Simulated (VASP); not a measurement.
Set up this calculation in VASP 6.6.1, as the native input.

```
Task                   : single point
Functional             : PBEsol
Potentials or basis    : VASP PAW PBE potentials, release 64 (Lu)
Cutoff                 : 520 eV
k mesh                 : 10 × 10 × 10
Occupations            : fermi-dirac, width 0.05 eV
Spin                   : no spin polarisation
Dipole correction      : no
Further INCAR settings : ALGO = Normal; EDIFF = 1e-07; NBANDS = 32
```

The structure of Lu lies in POSCAR:

```
Lu
1.0
    0.0000000000      2.7023675267      2.7023675267
    2.7023675267      0.0000000000      2.7023675267
    2.7023675267      2.7023675267      0.0000000000
Lu
2
Direct
   -0.1250000000     -0.1250000000     -0.1250000000
    0.1250000000      0.1250000000      0.1250000000
```

This cell differs from its parent crystal: volume scaled by 0.43.

The input as run:

INCAR

```
SYSTEM = Lu
  ALGO = Normal
  EDIFF = 1E-7
  ENCUT = 520
  GGA = PS
  ISIF = 2
  ISMEAR = -1
  LASPH = .TRUE.
  LCHARG = .FALSE.
  LREAL = .FALSE.
  LWAVE = .FALSE.
  NBANDS = 32
  NELM = 100
  PREC = Accurate
  SIGMA = 0.05
```

KPOINTS

```
k-points
0
G
  10 10 10
  0 0 0
```

Potentials or basis: VASP PAW PBE potentials, release 64 (Lu).

Launch:

```console
$ cat potpaw_PBE.64/Lu/POTCAR > POTCAR
$ mpirun -np 1 vasp_std > vasp.out
```

Results of the run:

| Property | Result |
| --- | --- |
| Pressure | 39.0 GPa |
| Band gap on the k mesh | zero (band 25 reaches 4.39 eV, above the bottom of band 26 at 2.46 eV) |

Caveat: the PAW data sets were made with another functional, which shifts forces and pressure a little; spin-orbit coupling is left out, which moves the levels of the heavy elements.

Wall time 38 s on 1 thread of Intel(R) Xeon(R) Platinum 8488C (Sapphire Rapids), with other jobs on the host, peak memory 0.19 GiB.
